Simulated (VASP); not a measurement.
# Pd (Fm-3m) in VASP: a series of runs, part 2 of 2

VASP 6.6.1. Earlier steps stand in the parts before.

## 5. Single point, PBE

This run uses another cell than the first one, of 15.35 Å³/atom.

INCAR reads:

```
ALGO = Normal ; EDIFF = 1E-6
ENCUT = 500 ; GGA = PE
GGA_COMPAT = False ; ISIF = 2
ISMEAR = 0 ; LASPH = True
LCHARG = False ; LREAL = False
LWAVE = False ; NBANDS = 11
NELM = 120 ; PREC = Accurate
SIGMA = 0.1
```

KPOINTS reads:

```
k-points
0
Gamma
  11 11 11
```

POSCAR reads:

```
Pd
1.0
    0.0000000000      1.9725566977      1.9725566977
    1.9725566977      0.0000000000      1.9725566977
    1.9725566977      1.9725566977      0.0000000000
Pd
1
Direct
    0.0000000000      0.0000000000      0.0000000000
```

Potentials or basis: VASP PAW PBE potentials, release 64 (Pd).

On the command line:

```bash
cat potpaw_PBE.64/Pd/POTCAR > POTCAR
mpirun -np 1 vasp_std > vasp.out
```

OUTCAR:

```text
EDIFF = 1E-6
   ENCUT = 500
   GGA = PE
   ISIF = 2
   ISMEAR = 0
   LASPH = True
   LREAL = False
   NELM = 120
   PREC = Accurate

 ion  position               nearest neighbor table
   1  0.000  0.000  0.000-

  LATTYP: Found a face centered cubic cell.
 ALAT       =     3.9451133954

  Lattice vectors:

 A1 = (   0.0000000000,   1.9725566977,   1.9725566977)
 A2 = (   1.9725566977,   0.0000000000,   1.9725566977)
 A3 = (   1.9725566977,   1.9725566977,   0.0000000000)

Analysis of symmetry for initial positions (statically):
=====================================================================
 Subroutine PRICEL returns:
 Original cell was already a primitive cell.

 Routine SETGRP: Setting up the symmetry group for a
 face centered cubic supercell.

 Subroutine GETGRP returns: Found 48 space group operations
 (whereof 48 operations were pure point group operations)
 out of a pool of 48 trial point group operations.

The static configuration has the point symmetry O_h .

Analysis of symmetry for dynamics (positions and initial velocities):
=====================================================================
 Subroutine PRICEL returns:
 Original cell was already a primitive cell.

 Routine SETGRP: Setting up the symmetry group for a
 face centered cubic supercell.

 Subroutine GETGRP returns: Found 48 space group operations
 (whereof 48 operations were pure point group operations)
 out of a pool of 48 trial point group operations.

The dynamic configuration has the point symmetry O_h .

 Subroutine INISYM returns: Found 48 space group operations
 (whereof 48 operations are pure point group operations),
 and found     1 'primitive' translations

----------------------------------------------------------------------------------------

                                     Primitive cell

  volume of cell :      15.3504

  direct lattice vectors                    reciprocal lattice vectors
     0.000000000  1.972556698  1.972556698    -0.253478139  0.253478139  0.253478139
     1.972556698  0.000000000  1.972556698     0.253478139 -0.253478139  0.253478139
     1.972556698  1.972556698  0.000000000     0.253478139  0.253478139 -0.253478139

  length of vectors
     2.789616434  2.789616434  2.789616434     0.439037015  0.439037015  0.439037015

  position of ions in fractional coordinates (direct lattice)
     0.000000000  0.000000000  0.000000000

  ion indices of the primitive-cell ions
   primitive index   ion index
                 1           1

----------------------------------------------------------------------------------------

 KPOINTS: k-points

Automatic generation of k-mesh.
 Grid dimensions read from file:
 generate k-points for:   11   11   11

 Generating k-lattice:

  Cartesian coordinates                     Fractional coordinates (reciprocal lattice)
    -0.023043467  0.023043467  0.023043467     0.090909091  0.000000000  0.000000000
     0.023043467 -0.023043467  0.023043467     0.000000000  0.090909091  0.000000000
     0.023043467  0.023043467 -0.023043467     0.000000000  0.000000000  0.090909091

  Length of vectors
     0.039912456  0.039912456  0.039912456

  Shift w.r.t. Gamma in fractional coordinates (k-lattice)
     0.000000000  0.000000000  0.000000000

 Subroutine IBZKPT returns following result:
 ===========================================

 Found     56 irreducible k-points:

 Following reciprocal coordinates:
            Coordinates               Weight
  0.000000  0.000000  0.000000      1.000000
  0.090909  0.000000  0.000000      8.000000
  0.181818  0.000000  0.000000      8.000000
  0.272727  0.000000  0.000000      8.000000
  0.363636  0.000000  0.000000      8.000000
  0.454545  0.000000  0.000000      8.000000
[... 16 lines left out ...]
 -0.272727  0.181818  0.000000     24.000000
 -0.181818  0.181818  0.000000     12.000000
 [... further k-points ...]
   k-points           NKPTS =     56   k-points in BZ     NKDIM =     56   number of bands    NBANDS=     11
   number of dos      NEDOS =    301   number of ions     NIONS =      1
   total plane-waves  NPLWV =   8000
   dimension x,y,z NGX =    20 NGY =   20 NGZ =   20
   dimension x,y,z NGXF=    40 NGYF=   40 NGZF=   40
   ions per type =               1
   NGX,Y,Z   is equivalent  to a cutoff of  11.92, 11.92, 11.92 a.u.
   NGXF,Y,Z  is equivalent  to a cutoff of  23.84, 23.84, 23.84 a.u.
 SYSTEM =  unknown system
   PREC   = accura    normal or accurate (medium, high low for compatibility)
   ISTART =      0    job   : 0-new  1-cont  2-samecut
   ICHARG =      2    charge: 1-file 2-atom 10-const
   ISPIN  =      1    spin polarized calculation?
   LNONCOLLINEAR =      F non collinear calculations
   LSORBIT =      F    spin-orbit coupling
   LASPH  =      T    aspherical Exc in radial PAW
   ENCUT  =  500.0 eV  36.75 Ry    6.06 a.u.   5.09  5.09  5.09*2*pi/ulx,y,z
   NELM   =    120;   NELMIN=  2; NELMDL= -5     # of ELM steps
   EDIFF  = 0.1E-05   stopping-criterion for ELM
   LREAL  =      F    real-space projection
   EDIFFG = 0.1E-04   stopping-criterion for IOM
   NSW    =      0    number of steps for IOM
   IBRION =     -1    ionic relax: 0-MD 1-quasi-New 2-CG
   NFREE  =      0    steps in history (QN), initial steepest desc. (CG)
   ISIF   =      2    stress and relaxation
   ISYM   =      2    0-nonsym 1-usesym 2-fastsym
   POTIM  = 0.5000    time-step for ionic-motion
   TEBEG  =    0.0;   TEEND  =   0.0 temperature during run
   PSTRESS=    0.0 pullay stress
   NELECT =      10.0000    total number of electrons
   NUPDOWN=      -1.0000    fix difference up-down
   EMIN   =  10.00;   EMAX   =-10.00  energy-range for DOS
   EFERMI =   0.00;   METHOD = LEGACY
   ISMEAR =     0;   SIGMA  =   0.10  broadening in eV -4-tet -1-fermi 0-gaus
   EFERMI_NEDOS =   21; number of points for ismear=-14 and -15
   IALGO  =     38    algorithm
   IMIX   =      4    mixing-type and parameters
     AMIX     =   0.40;   BMIX     =  1.00
     AMIX_MAG =   1.60;   BMIX_MAG =  1.00
  volume/ion in A,a.u.               =      15.35       103.59
  Fermi-wavevector in a.u.,A,eV,Ry     =   1.419173  2.681848 27.402841  2.014052
  Thomas-Fermi vector in A             =   2.540221
   LORBIT       =      0    0 simple, 1 ext, 2 COOP (PROOUT), +10 PAW based schemes
   GGA     = PE    functional components
   LHFCALC =     F    Hartree Fock is set to
   AEXX    =    0.0000 exact exchange contribution
   IVDW    =     0    specifies the selected vdW correction
   LEPSILON=     F    determine dielectric tensor
   LRPA    =     F    only Hartree local field effects (RPA)
 non-spin polarized calculation
 Gauss-broadening in eV      SIGMA  =   0.10
  energy-cutoff  :      500.00
  volume of cell :       15.35
 maximum number of plane-waves:       397
   NGX = 11   NGY = 11   NGZ = 11

 number of electron      10.0000000 magnetization

 number of electron       9.9999995 magnetization

 Free energy of the ion-electron system (eV)
  ---------------------------------------------------
  ext. energy  EPLUGINS =         0.00000000
  ---------------------------------------------------
  free energy    TOTEN  =        -5.21011676 eV

  energy without entropy =       -5.19663423  energy(sigma->0) =       -5.20337550

 E-fermi :   9.1517     XC(G=0): -12.9351

 val. band max:        9.1510571679   @ k =   0.4545   0.1818   0.0000
 cond. band min:       9.1927654970   @ k =   0.4545   0.2727   0.0000
 fundamental gap:      0.0417083291
 Fermi energy:         9.1517151108

 k-point     1 :       0.0000    0.0000    0.0000
  band No.  band energies     occupation
      1       2.2895      2.00000
      2       6.4729      2.00000
      3       6.4729      2.00000
      4       6.4729      2.00000
      5       7.9806      2.00000
      6       7.9806      2.00000
      7      26.2903      0.00000
      8      30.8389      0.00000
      9      30.8389      0.00000
     10      30.8389      0.00000
     11      35.4707      0.00000

 k-point     2 :       0.0909    0.0000    0.0000
  band No.  band energies     occupation
      1       2.5761      2.00000
      2       6.3797      2.00000
      3       6.5667      2.00000
      4       6.5667      2.00000
      5       7.9396      2.00000
      6       7.9396      2.00000
      7      26.5413      0.00000
      8      29.1334      0.00000
      9      31.1436      0.00000
     10      31.1436      0.00000
     11      35.6797      0.00000
[... 295 lines left out ...]
 k-point    24 :      -0.1818    0.1818    0.0000
  band No.  band energies     occupation
      1       4.6944      2.00000
      2       5.8334      2.00000
      3       6.6657      2.00000
      4       7.3287      2.00000
      5       7.3735      2.00000
      6       9.2916      0.04786
      7      23.8998      0.00000
      8      24.7438      0.00000
      9      30.0102      0.00000
     10      31.4496      0.00000
     11      33.6900      0.00000

 [... further k-points ...]
[... 5 lines left out ...]
  --------------------------------------------------------------------------------------
  -------------------------------------------------------------------------------------
  Total       -0.0182205     -0.0182205     -0.0182205      0.0000000      0.0000000      0.0000000
  in kB       -1.9017493     -1.9017493     -1.9017493      0.0000000      0.0000000      0.0000000
  external PRESSURE =      -1.9017493 kB  Pullay stress =       0.0000000 kB

 VOLUME and BASIS-vectors are now :
 -----------------------------------------------------------------------------
  energy-cutoff  :      500.00
  volume of cell :       15.35
      direct lattice vectors                 reciprocal lattice vectors
     0.000000000  1.972556698  1.972556698    -0.253478139  0.253478139  0.253478139
     1.972556698  0.000000000  1.972556698     0.253478139 -0.253478139  0.253478139
     1.972556698  1.972556698  0.000000000     0.253478139  0.253478139 -0.253478139

 POSITION                                       TOTAL-FORCE (eV/Angst)
 -----------------------------------------------------------------------------------
      0.00000      0.00000      0.00000        -0.000000     -0.000000     -0.000000
 -----------------------------------------------------------------------------------
    total drift:                                0.000000     -0.000000     -0.000000

  FREE ENERGIE OF THE ION-ELECTRON SYSTEM (eV)
  ---------------------------------------------------
  free  energy   TOTEN  =        -5.2101167560 eV

  energy  without entropy=       -5.1966342346  energy(sigma->0) =       -5.20337550
```

Wall time 3.6 s (1 thread of Intel Xeon 6975P-C (Granite Rapids), shared host); peak memory 0.12 GiB.

What came out:

| Item | Value |
| --- | --- |
| Free energy | -5.2101 eV |
| Pressure | -0.2 GPa |
| Band gap on the k mesh | zero (bands 5 and 6 overlap by 1.41 eV) |

Levels at points of the mesh, in eV from the Fermi level:
```csv
k point,band 2,band 3,band 4,band 5,band 6,band 7,band 8,band 9
"(0.00, 0.00, 0.00)",-2.68,-2.68,-2.68,-1.17,-1.17,17.14,21.69,21.69
```

## 6. The runs side by side

| cell | gap on the mesh (eV) | pressure (GPa) |
| --- | --- | --- |
| a = 2.648 Å, angles 60.0°, 1 atom | none | 39.6 |
| a = 2.605 Å, angles 60.0°, 1 atom | none | 59.6 |
| a = 2.705 Å, angles 60.0°, 1 atom | none | 19.7 |
| a = 2.790 Å, angles 60.0°, 1 atom | none | -0.2 |

Alike in all rows: task single point; level PBE; potentials or basis VASP PAW PBE potentials, release 64 (Pd); no spin polarisation; k mesh 11 × 11 × 11; cutoff (eV) 500; smearing gaussian 0.1 eV.

Caveats: the cell stands under pressure (at least some runs).

Total energies depend on the potentials used, so only differences within one code and one set of settings carry meaning.
